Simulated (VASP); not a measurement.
Set up this calculation in VASP 6.6.1, as the native input.

| Quantity | Value |
| --- | --- |
| Task | single point |
| Functional | PBE |
| Potentials or basis | VASP PAW PBE potentials, release 64 (Al, Ru_pv) |
| Cutoff | 520 eV |
| k mesh | 3 × 3 × 3 |
| Occupations | methfessel-paxton, width 0.1 eV |
| Spin | no spin polarisation |
| Dipole correction | no |
| Further INCAR settings | LREAL = Auto; ALGO = Normal; EDIFF = 1e-07; NBANDS = 74 |

The structure of Al8Ru7 (a cell with a defect) lies in POSCAR:

```
Al8Ru7
1.0
    6.0068828300      0.0000000000      0.0000000000
    0.0000000000      6.0068828300      0.0000000000
    0.0000000000      0.0000000000      6.0068828300
Al Ru
8 7
Direct
   -0.0007734737     -0.0015570945      0.0012485099
   -0.0007114505     -0.0015377971      0.4991547673
   -0.0007608037      0.5005085389      0.0012058028
   -0.0007112079      0.5004937767      0.4991900032
    0.5013530883     -0.0015612373      0.0012420044
    0.5012878845     -0.0015561389      0.4991490073
    0.5013362479      0.5005199342      0.0012072510
    0.5012719540      0.5004983800      0.4991834135
    0.2502877052      0.2494821601      0.2501563001
    0.2502761805      0.7494642609      0.2501746829
    0.2502876703      0.7495024872      0.7501974161
    0.7502834234      0.2494967143      0.2502203563
    0.7502762722      0.2494758323      0.7501868467
    0.7502883639      0.7494643469      0.2502175259
    0.7502919071      0.7494932395      0.7501749155
```

The input as run:

INCAR

```
PREC     = Accurate       # precision mode
ENCUT    = 520            # plane-wave cutoff, eV
EDIFF    = 1E-7           # SCF threshold, eV
ISMEAR   = 1              # smearing method
SIGMA    = 0.1            # smearing width, eV
LREAL    = Auto         
LASPH    = True           # aspherical terms in the spheres
NELM     = 80             # most SCF steps
ALGO     = Normal         # electronic algorithm
ISIF     = 2              # what is computed and relaxed
LWAVE    = False          # write WAVECAR
LCHARG   = False          # write CHGCAR
GGA      = PE             # functional
NBANDS   = 74             # bands
```

KPOINTS

```
Automatic mesh
0
Gamma
  3 3 3
```

Potentials or basis: VASP PAW PBE potentials, release 64 (Al, Ru_pv).

Command:

```bash
$ cat potpaw_PBE.64/Al/POTCAR potpaw_PBE.64/Ru_pv/POTCAR > POTCAR
$ mpirun -np 1 vasp_std > vasp.out
```

Results of the run:

```yaml
Pressure: -2.2 GPa
Largest_force: 0.006 eV/Å
Band_gap_on_the_k_mesh: zero (bands 61 and 62 overlap by 0.82 eV)
```

Run time: 5.8 min on 1 thread of AMD EPYC 9R45 96-Core Processor (Zen 5), on a shared host, peak memory 0.37 GiB.
